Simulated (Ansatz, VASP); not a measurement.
**CuSn3O8 in VASP and in Ansatz**

INCAR

```
SYSTEM = CuSn3O8
ALGO = Normal ; EDIFF = 1E-6
ENCUT = 520 ; GGA = PS
ISIF = 2 ; ISMEAR = 0
ISPIN = 2 ; LASPH = .TRUE.
LCHARG = .FALSE. ; LDAU = .TRUE.
LDAUJ = 0 0 0 ; LDAUL = 2 -1 -1
LDAUPRINT = 1 ; LDAUTYPE = 2
LDAUU = 5 0 0 ; LMAXMIX = 4
LORBIT = 11 ; LREAL = .FALSE.
LWAVE = .FALSE. ; MAGMOM = 0.98 0 0 0 0.32 0.07 0.28 0.28 0.32 0.07 0.28 0.28
NBANDS = 66 ; NELM = 150
PREC = Accurate ; SIGMA = 0.05
```

KPOINTS

```
k-points
0
G
  4 4 3
  0 0 0
```

File POSCAR:

```
CuSn3O8
1.0
    4.7373500000      0.0000000000      0.0000000000
    0.0000000000      4.7373500000      0.0000000000
    0.0000000000      0.0000000000      6.3728000000
Cu Sn O
1 3 8
Direct
    0.0017262554      0.0017209060      0.0006958083
    0.0017680500      0.0017000142      0.5007047481
    0.5017688096      0.5016957799      0.2468803500
    0.5017142473      0.5017590507      0.7545217515
    0.3007789379      0.3008445520      0.0007050426
    0.3091042578      0.3092008550      0.5006986411
    0.1933131846      0.8102809293      0.2447227132
    0.1932631728      0.8103141321      0.7566616821
    0.7027042807      0.7025940311      0.0007053464
    0.6943421073      0.6942878422      0.5007000989
    0.8102422603      0.1931440353      0.2447507560
    0.8101996735      0.1931796657      0.7566598979
```

Input for Ansatz:

```yaml
crystal:
  lattice:
    - [4.73735, 0.0, 0.0]
    - [0.0, 4.73735, 0.0]
    - [0.0, 0.0, 6.3728]
  atoms:
    - { symbol: Cu, position: [0.0017262554, 0.001720906, 0.0006958083], spin: 2.0 }
    - { symbol: Sn, position: [0.00176805, 0.0017000142, 0.5007047481] }
    - { symbol: Sn, position: [0.5017688096, 0.5016957799, 0.24688035] }
    - { symbol: Sn, position: [0.5017142473, 0.5017590507, 0.7545217515] }
    - { symbol: O, position: [0.3007789379, 0.300844552, 0.0007050426] }
    - { symbol: O, position: [0.3091042578, 0.309200855, 0.5006986411] }
    - { symbol: O, position: [0.1933131846, 0.8102809293, 0.2447227132] }
    - { symbol: O, position: [0.1932631728, 0.8103141321, 0.7566616821] }
    - { symbol: O, position: [0.7027042807, 0.7025940311, 0.0007053464] }
    - { symbol: O, position: [0.6943421073, 0.6942878422, 0.5007000989] }
    - { symbol: O, position: [0.8102422603, 0.1931440353, 0.244750756] }
    - { symbol: O, position: [0.8101996735, 0.1931796657, 0.7566598979] }
basis:
  ecutwfc: 420
  ecutrho_ratio: 4
kpoints:
  mp_grid: { grid: [4, 4, 3] }
hamiltonian:
  xc: pbesol
  hubbard:
    sites:
      - { site: 0, l: d, u_eff: 5.0, starting_ns: [{ spin: up, occupation_matrix: s0up }, { spin: down, occupation_matrix: s0down }] }
    occupation_matrices:
      s0up:
        matrix:
          - [0.97, 0.0, 0.0, 0.0, 0.0]
          - [0.0, 0.97, 0.0, 0.0, 0.0]
          - [0.0, 0.0, 0.97, 0.0, 0.0]
          - [0.0, 0.0, 0.0, 0.97, 0.0]
          - [0.0, 0.0, 0.0, 0.0, 0.97]
      s0down:
        matrix:
          - [0.61959, 0.30333, 0.14315, 0.06073, -0.30646]
          - [0.30333, 0.68161, 0.01479, -0.00508, 0.31392]
          - [0.14315, 0.01479, 0.16635, -0.27994, -0.13616]
          - [0.06073, -0.00508, -0.27994, 0.87213, -0.03637]
          - [-0.30646, 0.31392, -0.13616, -0.03637, 0.61032]
    ns_hold: { iters: 5 }
scf:
  occupations: { method: gaussian, width: 0.05 }
  lower_state_search: "off"
  max_iter: 150
output:
  forces: true
  stress: true
  eigenvalues: true
  populations: true
  hubbard: { sites: [{ site: 0, l: d }] }
magnetization:
  spin_polarized: true
```

Alike in both runs: task single point; functional PBEsol; k mesh 4 × 4 × 3; occupations gaussian, width 0.05 eV; collinear spin; Hubbard terms Cu d U = 5.0 eV.

|  | VASP | Ansatz |
| --- | --- | --- |
| version | VASP 6.6.1 | Ansatz 0.2.0 |
| potentials or method | VASP PAW PBE potentials, release 64 (Cu, Sn_d, O), cutoff 520 eV | scalar-relativistic, plane waves, PAW |
| valence electrons in the cell | 101 | 109 |

|  | VASP | Ansatz | Ansatz less VASP |
| --- | --- | --- | --- |
| gap on the k mesh at the Fermi level (eV) | none | none | - |
| pressure (GPa) | -2.6 | -2.3 | +0.28 |
| traceless stress, the component that is largest in VASP (GPa) | -0.42 | -0.33 | +0.092 |
| rms of the force components (eV/Å) | 0.100 | 0.001 | -0.0988 |
| net moment per atom (μB) | 0.25 | 0.23 | -0.015 |
| size of the moment on the site where the two differ most (μB) | 0.95 | 0.89 | -0.063 |

VASP's potentials were made for PBE, not for PBEsol. Site moments also hang on the region over which each program counts them. The programs project onto different local orbitals, so the same U acts differently, and such runs can settle in different states. Atom by atom the forces differ by 0.100 eV/Å (rms over components). A gap of «none» marks a metal or a gap that the smearing closes. VASP's potentials hold 101 valence electrons a cell and Ansatz's 109, so a difference there can come from the potentials and not from the codes. Ansatz's warnings: filled band counts differ across k points, specified occupation not kept.
